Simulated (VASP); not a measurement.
# Pb (Fd-3m) in VASP: notebook

Runs on Pb. Level: LDA. Tasks: single point.

Everything below comes from runs of VASP 6.6.1. Logs are shortened: lines on timing, memory, paths and dates and some standing lists are left out, and cuts for length are marked.

**1. The cell of the first run**

It takes space group Fd-3m (No. 227, cubic). The conventional cell has a = 6.785 Å, b = 6.785 Å, c = 6.785 Å, α = 90.00°, β = 90.00°, γ = 90.00°. Within 3.9 Å of Pb (site symmetry -43m) lie 4 Pb at 2.94 Å.

**2. Single point, LDA (volume scaled by 0.96)**

File INCAR:

```
PREC = Accurate
ENCUT = 520
EDIFF = 1E-6
ISMEAR = -1
SIGMA = 0.05
LREAL = False
LASPH = True
NELM = 100
ALGO = Normal
ISIF = 2
LWAVE = False
LCHARG = False
NBANDS = 21
```

File KPOINTS:

```
regular mesh
0
Gamma
  8 8 8
```

File POSCAR:

```
Pb
1.0
    0.0000000000      3.3925213842      3.3925213842
    3.3925213842      0.0000000000      3.3925213842
    3.3925213842      3.3925213842      0.0000000000
Pb
2
Direct
    0.0000000000      0.0000000000      0.0000000000
    0.2500000000      0.2500000000      0.2500000000
```

Potentials or basis: VASP PAW LDA potentials, release 64 (Pb_d).

Started as:

```
$ cat potpaw_LDA.64/Pb_d/POTCAR > POTCAR
$ mpirun -np 1 vasp_std > vasp.out
```

OUTCAR:

```text
PREC = Accurate
   ENCUT = 520
   EDIFF = 1E-6
   ISMEAR = -1
   LREAL = False
   LASPH = True
   NELM = 100
   ISIF = 2

 ion  position               nearest neighbor table
   1  0.000  0.000  0.000-   2 2.94   2 2.94   2 2.94   2 2.94
   2  0.250  0.250  0.250-   1 2.94   1 2.94   1 2.94   1 2.94

  LATTYP: Found a face centered cubic cell.
 ALAT       =     6.7850427684

  Lattice vectors:

 A1 = (   0.0000000000,   3.3925213842,   3.3925213842)
 A2 = (   3.3925213842,   0.0000000000,   3.3925213842)
 A3 = (   3.3925213842,   3.3925213842,   0.0000000000)

Analysis of symmetry for initial positions (statically):
=====================================================================
 Subroutine PRICEL returns:
 Original cell was already a primitive cell.

 Routine SETGRP: Setting up the symmetry group for a
 face centered cubic supercell.

 Subroutine GETGRP returns: Found 48 space group operations
 (whereof 24 operations were pure point group operations)
 out of a pool of 48 trial point group operations.

The static configuration has the point symmetry T_d .
 The point group associated with its full space group is O_h .

Analysis of symmetry for dynamics (positions and initial velocities):
=====================================================================
 Subroutine PRICEL returns:
 Original cell was already a primitive cell.

 Routine SETGRP: Setting up the symmetry group for a
 face centered cubic supercell.

 Subroutine GETGRP returns: Found 48 space group operations
 (whereof 24 operations were pure point group operations)
 out of a pool of 48 trial point group operations.

The dynamic configuration has the point symmetry T_d .
 The point group associated with its full space group is O_h .

 Subroutine INISYM returns: Found 48 space group operations
 (whereof 24 operations are pure point group operations),
 and found     1 'primitive' translations

----------------------------------------------------------------------------------------

                                     Primitive cell

  volume of cell :      78.0904

  direct lattice vectors                    reciprocal lattice vectors
     0.000000000  3.392521384  3.392521384    -0.147383006  0.147383006  0.147383006
     3.392521384  0.000000000  3.392521384     0.147383006 -0.147383006  0.147383006
     3.392521384  3.392521384  0.000000000     0.147383006  0.147383006 -0.147383006

  length of vectors
     4.797749752  4.797749752  4.797749752     0.255274855  0.255274855  0.255274855

  position of ions in fractional coordinates (direct lattice)
     0.000000000  0.000000000  0.000000000
     0.250000000  0.250000000  0.250000000

  ion indices of the primitive-cell ions
   primitive index   ion index
                 1           1
                 2           2

----------------------------------------------------------------------------------------

 KPOINTS: regular mesh

Automatic generation of k-mesh.
 Grid dimensions read from file:
 generate k-points for:    8    8    8

 Generating k-lattice:

  Cartesian coordinates                     Fractional coordinates (reciprocal lattice)
    -0.018422876  0.018422876  0.018422876     0.125000000  0.000000000  0.000000000
     0.018422876 -0.018422876  0.018422876     0.000000000  0.125000000  0.000000000
     0.018422876  0.018422876 -0.018422876     0.000000000  0.000000000  0.125000000

  Length of vectors
     0.031909357  0.031909357  0.031909357

  Shift w.r.t. Gamma in fractional coordinates (k-lattice)
     0.000000000  0.000000000  0.000000000

 Subroutine IBZKPT returns following result:
 ===========================================

 Found     29 irreducible k-points:

 Following reciprocal coordinates:
            Coordinates               Weight
  0.000000  0.000000  0.000000      1.000000
  0.125000  0.000000  0.000000      8.000000
  0.250000  0.000000  0.000000      8.000000
  0.375000  0.000000  0.000000      8.000000
  0.500000  0.000000  0.000000      4.000000
  0.125000  0.125000  0.000000      6.000000
[... 16 lines left out ...]
  0.500000  0.250000  0.125000     48.000000
 -0.375000  0.250000  0.125000     24.000000
 [... further k-points ...]
   k-points           NKPTS =     29   k-points in BZ     NKDIM =     29   number of bands    NBANDS=     21
   number of dos      NEDOS =    301   number of ions     NIONS =      2
   total plane-waves  NPLWV =  46656
   dimension x,y,z NGX =    36 NGY =   36 NGZ =   36
   dimension x,y,z NGXF=    72 NGYF=   72 NGZF=   72
   ions per type =               2
   NGX,Y,Z   is equivalent  to a cutoff of  12.47, 12.47, 12.47 a.u.
   NGXF,Y,Z  is equivalent  to a cutoff of  24.95, 24.95, 24.95 a.u.
 SYSTEM =  unknown system
   PREC   = accura    normal or accurate (medium, high low for compatibility)
   ISTART =      0    job   : 0-new  1-cont  2-samecut
   ICHARG =      2    charge: 1-file 2-atom 10-const
   ISPIN  =      1    spin polarized calculation?
[... 69 lines left out ...]
     21      12.3976      0.00000

 k-point     2 :       0.1250    0.0000    0.0000
  band No.  band energies     occupation
      1     -12.8288      2.00000
      2     -12.8288      2.00000
      3     -12.8079      2.00000
      4     -12.7001      2.00000
      5     -12.7001      2.00000
      6     -12.2724      2.00000
[... 13 lines left out ...]
     20      11.7844      0.00000
     21      11.7860      0.00000

 k-point     3 :       0.2500    0.0000    0.0000
  band No.  band energies     occupation
      1     -12.8508      2.00000
      2     -12.8508      2.00000
      3     -12.7986      2.00000
      4     -12.6618      2.00000
      5     -12.6618      2.00000
      6     -12.3039      2.00000
[... 13 lines left out ...]
     20      11.6070      0.00000
     21      11.6070      0.00000

 k-point     4 :       0.3750    0.0000    0.0000
  band No.  band energies     occupation
      1     -12.8623      2.00000
      2     -12.8623      2.00000
      3     -12.7888      2.00000
      4     -12.6379      2.00000
      5     -12.6379      2.00000
      6     -12.3203      2.00000
[... 13 lines left out ...]
     20      12.2401      0.00000
     21      12.2401      0.00000

 k-point     5 :       0.5000    0.0000    0.0000
  band No.  band energies     occupation
      1     -12.8652      2.00000
      2     -12.8652      2.00000
      3     -12.7846      2.00000
      4     -12.6312      2.00000
      5     -12.6312      2.00000
      6     -12.3239      2.00000
[... 13 lines left out ...]
     20      12.4668      0.00000
     21      12.9490      0.00000

 k-point     6 :       0.1250    0.1250    0.0000
  band No.  band energies     occupation
      1     -12.8282      2.00000
      2     -12.8243      2.00000
      3     -12.8243      2.00000
      4     -12.7049      2.00000
      5     -12.6745      2.00000
      6     -12.3279      2.00000
[... 13 lines left out ...]
     20      10.7505      0.00000
     21      12.7686      0.00000

 k-point     7 :       0.2500    0.1250    0.0000
  band No.  band energies     occupation
      1     -12.8572      2.00000
      2     -12.8421      2.00000
      3     -12.8085      2.00000
      4     -12.6737      2.00000
      5     -12.6306      2.00000
      6     -12.3778      2.00000
[... 13 lines left out ...]
     20      10.9849      0.00000
     21      12.4797      0.00000
[... 291 lines left out ...]
      1     -12.9225      2.00000
      2     -12.8882      2.00000
      3     -12.7002      2.00000
      4     -12.5711      2.00000
      5     -12.4933      2.00000
      6     -12.4730      2.00000
[... 13 lines left out ...]
     20      12.7102      0.00000
     21      14.5769      0.00000

 k-point    21 :       0.5000    0.5000    0.0000
  band No.  band energies     occupation
      1     -12.8863      2.00000
      2     -12.8863      2.00000
      3     -12.7045      2.00000
      4     -12.7045      2.00000
      5     -12.4661      2.00000
      6     -12.4661      2.00000
[... 13 lines left out ...]
     20      12.8332      0.00000
     21      14.8510      0.00000

 k-point    22 :       0.3750    0.2500    0.1250
  band No.  band energies     occupation
      1     -12.8735      2.00000
      2     -12.8690      2.00000
      3     -12.7813      2.00000
      4     -12.6442      2.00000
      5     -12.5836      2.00000
      6     -12.4304      2.00000
[... 13 lines left out ...]
     20      11.8175      0.00000
     21      12.5454      0.00000

 k-point    23 :       0.5000    0.2500    0.1250
  band No.  band energies     occupation
      1     -12.8999      2.00000
      2     -12.8826      2.00000
      3     -12.7374      2.00000
      4     -12.6106      2.00000
      5     -12.5546      2.00000
      6     -12.4529      2.00000
[... 13 lines left out ...]
     20      12.0037      0.00000
     21      12.9921      0.00000

 k-point    24 :      -0.3750    0.2500    0.1250
  band No.  band energies     occupation
      1     -12.9113      2.00000
      2     -12.8857      2.00000
      3     -12.7169      2.00000
      4     -12.5861      2.00000
      5     -12.5577      2.00000
      6     -12.4467      2.00000
[... 13 lines left out ...]
     20      12.4070      0.00000
     21      13.1902      0.00000

 [... further k-points ...]
[... 5 lines left out ...]
  --------------------------------------------------------------------------------------
  -------------------------------------------------------------------------------------
  Total        0.3053775      0.3053775      0.3053775      0.0000000     -0.0000000     -0.0000000
  in kB        6.2654154      6.2654154      6.2654154      0.0000000     -0.0000000     -0.0000000
  external PRESSURE =       6.2654154 kB  Pullay stress =       0.0000000 kB

 VOLUME and BASIS-vectors are now :
 -----------------------------------------------------------------------------
  energy-cutoff  :      520.00
  volume of cell :       78.09
      direct lattice vectors                 reciprocal lattice vectors
     0.000000000  3.392521384  3.392521384    -0.147383006  0.147383006  0.147383006
     3.392521384  0.000000000  3.392521384     0.147383006 -0.147383006  0.147383006
     3.392521384  3.392521384  0.000000000     0.147383006  0.147383006 -0.147383006

 POSITION                                       TOTAL-FORCE (eV/Angst)
 -----------------------------------------------------------------------------------
      0.00000      0.00000      0.00000        -0.000000     -0.000000     -0.000000
      1.69626      1.69626      1.69626         0.000000      0.000000      0.000000
 -----------------------------------------------------------------------------------
    total drift:                                0.000000      0.000000      0.000000

  FREE ENERGIE OF THE ION-ELECTRON SYSTEM (eV)
  ---------------------------------------------------
  free  energy   TOTEN  =        -7.8900734967 eV

  energy  without entropy=       -7.8860488660  energy(sigma->0) =       -7.88806118
```

Run time: 15 s. Hardware: 1 thread of Intel Xeon 6975P-C (Granite Rapids), shared host; peak memory 0.18 GiB.

What came out:

* Free energy: -7.8901 eV
* Pressure: 0.6 GPa
* Band gap on the k mesh: zero (band 14 reaches 4.85 eV, above the bottom of band 15 at 3.63 eV)

Levels at points of the mesh, in eV from the Fermi level:
```
           k point  band 10  band 11  band 12  band 13  band 14  band 15  band 16  band 17  band 18  band 19
(0.00, 0.00, 0.00)   -16.70   -11.46    -3.78     0.37     0.37     0.37     2.37     2.37     2.37     4.00
(0.50, 0.00, 0.00)   -16.63   -10.02    -7.24    -1.03    -0.85    -0.85     3.52     3.52     5.30     7.51
(0.50, 0.50, 0.00)   -16.60    -8.66    -8.66    -2.15    -2.15     0.76     0.76     7.34     7.34     8.35
```

Caveat: spin-orbit coupling is left out, which moves the levels of the heavy elements.

**3. Single point, LDA (volume scaled by 0.99)**

File INCAR:

```
SYSTEM = Pb
PREC = Accurate
ENCUT = 520
EDIFF = 1E-6
ISMEAR = -1
SIGMA = 0.05
LREAL = .FALSE.
LASPH = .TRUE.
NELM = 60
ALGO = Normal
ISIF = 2
LWAVE = .FALSE.
LCHARG = .FALSE.
GGA = CA
NBANDS = 21
```

File KPOINTS:

```
Automatic mesh
0
G
  8 8 8
  0 0 0
```

File POSCAR:

```
Pb
1.0
    0.0000000000      3.4274982972      3.4274982972
    3.4274982972      0.0000000000      3.4274982972
    3.4274982972      3.4274982972      0.0000000000
Pb
2
Direct
    0.0000000000      0.0000000000      0.0000000000
    0.2500000000      0.2500000000      0.2500000000
```

Potentials or basis: VASP PAW LDA potentials, release 64 (Pb_d).

Started as:

```
$ cat potpaw_LDA.64/Pb_d/POTCAR > POTCAR
$ mpirun -np 1 vasp_std > vasp.out
```

Wall time 17 s (1 thread of Intel Xeon 6975P-C (Granite Rapids), shared host); peak memory 0.18 GiB.

It converged, with:

- Free energy: -7.8928 eV
- Pressure: -0.4 GPa
- Band gap on the k mesh: zero (band 14 reaches 4.55 eV, above the bottom of band 15 at 3.38 eV)

Levels at points of the mesh, in eV from the Fermi level:
```
           k point  band 12  band 13  band 14  band 15  band 16  band 17
(0.00, 0.00, 0.00)    -3.95     0.35     0.35     0.35     2.35     2.35
(0.50, 0.00, 0.00)    -7.18    -1.04    -0.81    -0.81     3.48     3.48
(0.50, 0.50, 0.00)    -8.58    -2.06    -2.06     0.77     0.77     7.15
```

Caveat: spin-orbit coupling is left out, which moves the levels of the heavy elements.

**4. Single point, LDA (volume scaled by 0.98)**

File INCAR:

```
SYSTEM = Pb
ALGO = Normal
EDIFF = 1E-6
ENCUT = 520
GGA = CA
ISIF = 2
ISMEAR = -1
LASPH = .True.
LCHARG = .True.
LELF = .True.
LREAL = .False.
LVHAR = .True.
LWAVE = .False.
NBANDS = 21
NELM = 60
PREC = Accurate
SIGMA = 0.05
```

File KPOINTS:

```
k-points
0
Gamma
  8 8 8
  0 0 0
```

File POSCAR:

```
Pb
1.0
    0.0000000000      3.4159188228      3.4159188228
    3.4159188228      0.0000000000      3.4159188228
    3.4159188228      3.4159188228      0.0000000000
Pb
2
Direct
    0.0000000000      0.0000000000      0.0000000000
    0.2500000000      0.2500000000      0.2500000000
```

Started as:

```
$ cat potpaw_LDA.64/Pb_d/POTCAR > POTCAR
$ mpirun -np 1 vasp_std > vasp.out
```

Run time: 16 s. Hardware: 1 thread of Intel Xeon 6975P-C (Granite Rapids), shared host; peak memory 0.18 GiB.

The run converged. Its results:

| Property | Result |
| --- | --- |
| Free energy | -7.8937 eV |
| Pressure | -0.1 GPa |
| Band gap on the k mesh | zero (band 14 reaches 4.65 eV, above the bottom of band 15 at 3.46 eV) |

Levels at points of the mesh, in eV from the Fermi level:
| k point | band 12 | band 13 | band 14 | band 15 | band 16 | band 17 |
| --- | --- | --- | --- | --- | --- | --- |
| (0.00, 0.00, 0.00) | -3.90 | 0.36 | 0.36 | 0.36 | 2.36 | 2.36 |
| (0.50, 0.00, 0.00) | -7.20 | -1.04 | -0.83 | -0.83 | 3.49 | 3.49 |
| (0.50, 0.50, 0.00) | -8.60 | -2.09 | -2.09 | 0.77 | 0.77 | 7.21 |

Caveat: spin-orbit coupling is left out, which moves the levels of the heavy elements.

**5. Single point, LDA (volume scaled by 1.01)**

File INCAR:

```
SYSTEM = Pb
ALGO     = Normal         ! electronic algorithm
EDIFF    = 1E-6           ! SCF threshold, eV
ENCUT    = 520            ! plane-wave cutoff, eV
ISIF     = 2              ! what is computed and relaxed
ISMEAR   = -1             ! smearing method
LASPH    = .True.         ! aspherical terms in the spheres
LCHARG   = .False.        ! write CHGCAR
LREAL    = .False.        ! projectors in reciprocal space
LWAVE    = .False.        ! write WAVECAR
NBANDS   = 21             ! bands
NELM     = 80             ! most SCF steps
PREC     = Accurate       ! precision mode
SIGMA    = 0.05           ! smearing width, eV
```

KPOINTS is that of step 4.

File POSCAR:

```
Pb
1.0
    0.0000000000      3.4504253888      3.4504253888
    3.4504253888      0.0000000000      3.4504253888
    3.4504253888      3.4504253888      0.0000000000
Pb
2
Direct
    0.0000000000      0.0000000000      0.0000000000
    0.2500000000      0.2500000000      0.2500000000
```

Started as:

```
$ cat potpaw_LDA.64/Pb_d/POTCAR > POTCAR
$ mpirun -np 1 vasp_std > vasp.out
```

Run time: 17 s. Hardware: 1 thread of Intel Xeon 6975P-C (Granite Rapids), shared host; peak memory 0.18 GiB.

The run converged. Its results:

| Quantity | Value |
| --- | --- |
| Free energy | -7.8862 eV |
| Pressure | -1.1 GPa |
| Band gap on the k mesh | zero (band 14 reaches 4.36 eV, above the bottom of band 15 at 3.22 eV) |

Levels at points of the mesh, in eV from the Fermi level:
| k point | band 12 | band 13 | band 14 | band 15 | band 16 | band 17 |
| --- | --- | --- | --- | --- | --- | --- |
| (0.00, 0.00, 0.00) | -4.06 | 0.35 | 0.35 | 0.35 | 2.34 | 2.34 |
| (0.50, 0.00, 0.00) | -7.15 | -1.04 | -0.79 | -0.79 | 3.45 | 3.45 |
| (0.50, 0.50, 0.00) | -8.53 | -2.00 | -2.00 | 0.78 | 0.78 | 7.03 |

Caveat: spin-orbit coupling is left out, which moves the levels of the heavy elements.

**6. Single point, LDA (volume scaled by 1.02)**

File INCAR:

```
ALGO = Normal
EDIFF = 1E-7
ENCUT = 520
ISIF = 2
ISMEAR = -1
LASPH = T
LCHARG = T
LELF = T
LREAL = F
LVHAR = T
LWAVE = F
NBANDS = 21
NELM = 60
PREC = Accurate
SIGMA = 0.05
```

File KPOINTS:

```
k-points
0
Gamma
  8 8 8
```

File POSCAR:

```
Pb
1.0
    0.0000000000      3.4617755540      3.4617755540
    3.4617755540      0.0000000000      3.4617755540
    3.4617755540      3.4617755540      0.0000000000
Pb
2
Direct
    0.0000000000      0.0000000000      0.0000000000
    0.2500000000      0.2500000000      0.2500000000
```

Potentials or basis: VASP PAW LDA potentials, release 64 (Pb_d).

Started as:

```
$ cat potpaw_LDA.64/Pb_d/POTCAR > POTCAR
$ mpirun -np 1 vasp_std > vasp.out
```

Wall time 23 s (1 thread of Intel Xeon 6975P-C (Granite Rapids), shared host); peak memory 0.17 GiB.

The run converged. Its results:

* Free energy: -7.8806 eV
* Pressure: -1.3 GPa
* Band gap on the k mesh: zero (band 14 reaches 4.26 eV, above the bottom of band 15 at 3.14 eV)

Levels at points of the mesh, in eV from the Fermi level:
```
           k point  band 11  band 12  band 13  band 14  band 15  band 16  band 17  band 18
(0.00, 0.00, 0.00)   -11.09    -4.11     0.34     0.34     0.34     2.33     2.33     2.33
(0.50, 0.00, 0.00)    -9.78    -7.14    -1.04    -0.78    -0.78     3.44     3.44     5.33
(0.50, 0.50, 0.00)    -8.50    -8.50    -1.97    -1.97     0.78     0.78     6.97     6.97
```

Caveat: spin-orbit coupling is left out, which moves the levels of the heavy elements.

**7. The runs side by side**

```tsv
cell	gap on the mesh (eV)	pressure (GPa)
a = 4.798 Å, angles 60.0°, 2 atoms	none	0.6
a = 4.847 Å, angles 60.0°, 2 atoms	none	-0.4
a = 4.831 Å, angles 60.0°, 2 atoms	none	-0.1
a = 4.880 Å, angles 60.0°, 2 atoms	none	-1.1
a = 4.896 Å, angles 60.0°, 2 atoms	none	-1.3
```

Alike in all rows: task single point; level LDA; potentials or basis VASP PAW LDA potentials, release 64 (Pb_d); no spin polarisation; k mesh 8 × 8 × 8; cutoff (eV) 520; smearing fermi-dirac 0.05 eV.

Caveats: spin-orbit coupling is left out, which moves the levels of the heavy elements.

Absolute energies hang on the potentials; compare differences alone.
